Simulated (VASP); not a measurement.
Crystal: Ga.

```xyz
2
Lattice="2.8329 0.0000 0.0000 0.0000 3.3460 0.0000 -1.3698 0.0000 4.0685" Properties=species:S:1:pos:R:3 pbc="T T T"
Ga   -0.6737    2.5095    3.1334
Ga    2.1368    0.8365    0.9351
```

Base run:

```yaml
Program: VASP 6.6.1
Functional: PBEsol
Potentials_or_basis: VASP PAW PBE potentials, release 64 (Ga_d)
Cutoff: 520 eV
k_mesh: 10 × 8 × 7
Occupations: fermi-dirac, width 0.05 eV
Spin: no spin polarisation
```

Its results: band gap on the k mesh zero (bands 13 and 14 overlap by 7.92 eV); pressure -3.6 GPa; largest force 0.048 eV/Å.

Question: The run is repeated on the same cell with these changes: functional from PBEsol to LDA; potentials or basis from VASP PAW PBE potentials, release 64 (Ga_d) to VASP PAW LDA potentials, release 64 (Ga_d). What comes out?

Answer: Band gap on the k mesh zero (bands 13 and 14 overlap by 7.85 eV); pressure -5.4 GPa; largest force 0.043 eV/Å.

Caveats: the cell stands under tension; the PAW data sets were made with another functional, which shifts forces and pressure a little (at least some runs).
